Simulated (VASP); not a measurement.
A run of VASP 6.6.1 is set up as follows.

Contents of INCAR:

```
SYSTEM = C
PREC = Accurate
ENCUT = 520
EDIFF = 1E-6
ISMEAR = 0
SIGMA = 0.04
LREAL = .False.
LASPH = .True.
NELM = 120
ALGO = Normal
ISIF = 2
LWAVE = .False.
LCHARG = .False.
LDIPOL = .True.
IDIPOL = 3
DIPOL = 0.5 0.5 0.684
NBANDS = 11
GGA_COMPAT = .False.
NELMDL = -8
```

The input KPOINTS:

```
regular mesh
0
Gamma
  15 15 1
  0 0 0
```

POSCAR

```
C
1.0
    2.4444568697      0.0000000000      0.0000000000
   -1.2222284348      2.1169617476      0.0000000000
    0.0000000000      0.0000000000     20.7621810871
C
2
Direct
    0.3333333333      0.6666666667      0.6836674888
    1.0000000000      0.0000000000      0.6837380747
```

Potentials or basis: VASP PAW LDA potentials, release 64 (C).

Run with:

```bash
$ cat potpaw_LDA.64/C/POTCAR > POTCAR
$ mpirun -np 1 vasp_std > vasp.out
```

**Question.** What does it give for the largest force?

**Answer.** 0.026 eV/Å.

**Question.** Estimate the band gap on the k mesh.

**Answer.** Zero (filled and empty bands touch).

Forces on the atoms (eV/Å):
```
C    0.000  0.000  0.026
C    0.000  0.000 -0.026
```
